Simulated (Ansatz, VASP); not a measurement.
## Two plane-wave programs on Al2Cu

File INCAR:

```
SYSTEM = Al2Cu
ALGO = Fast ; EDIFF = 1E-7
ENCUT = 520 ; GGA = PS
ISIF = 2 ; ISMEAR = 0
LASPH = .TRUE. ; LCHARG = .TRUE.
LELF = .TRUE. ; LREAL = .FALSE.
LVHAR = .TRUE. ; LWAVE = .FALSE.
NBANDS = 16 ; NELM = 80
PREC = Accurate ; SIGMA = 0.15
```

The input KPOINTS:

```
k-points
0
G
  12 12 16
  0 0 0
```

Contents of POSCAR:

```
Al2Cu
1.0
    4.1454347794      0.0000000000      0.0000000000
    0.0000000000      4.1454347794      0.0000000000
    0.0000000000      0.0000000000      2.9317865938
Al Cu
2 1
Direct
    0.5000000000      0.0000000000      0.5000000000
    0.0000000000      0.5000000000      0.5000000000
    0.0000000000      0.0000000000      0.0000000000
```

Input for Ansatz:

```yaml
crystal:
  lattice:
    - [4.1454347794, 0.0, 0.0]
    - [0.0, 4.1454347794, 0.0]
    - [0.0, 0.0, 2.9317865938]
  atoms:
    - { symbol: Al, position: [0.5, 0.0, 0.5] }
    - { symbol: Al, position: [0.0, 0.5, 0.5] }
    - { symbol: Cu, position: [0.0, 0.0, 0.0] }
basis:
  ecutwfc: 420
kpoints:
  mp_grid: { grid: [12, 12, 16] }
hamiltonian:
  xc: pbesol
scf:
  occupations: { method: gaussian, width: 0.15 }
output:
  forces: true
  stress: true
  eigenvalues: true
```

Change from the starting cell: strain +0.015 along x and y, +0.030 along z, atoms carried along.

Alike in both runs: task single point; functional PBEsol; k mesh 12 × 12 × 16; occupations gaussian, width 0.15 eV; no spin polarisation.

|  | VASP | Ansatz |
| --- | --- | --- |
| version | VASP 6.6.1 | Ansatz 0.2.0 |
| potentials or method | VASP PAW PBE potentials, release 64 (Al, Cu), cutoff 520 eV | scalar-relativistic, plane waves, PAW |
| valence electrons in the cell | 17 | 25 |

Ansatz gave:

- gap on the k mesh at the Fermi level (eV): none
- pressure (GPa): -5.0
- traceless stress, the component that is largest in VASP (GPa): -1.19

Task: What did VASP give for the same quantities?

Result: gap on the k mesh at the Fermi level (eV): none; pressure (GPa): -5.0; traceless stress, the component that is largest in VASP (GPa): -1.20.

VASP's potentials were made for PBE, not for PBEsol. A gap of «none» marks a metal or a gap that the smearing closes. The functional is the same, so the differences come from potentials, cutoffs and numerics. VASP's potentials hold 17 valence electrons a cell and Ansatz's 25, so a difference there can come from the potentials and not from the codes.
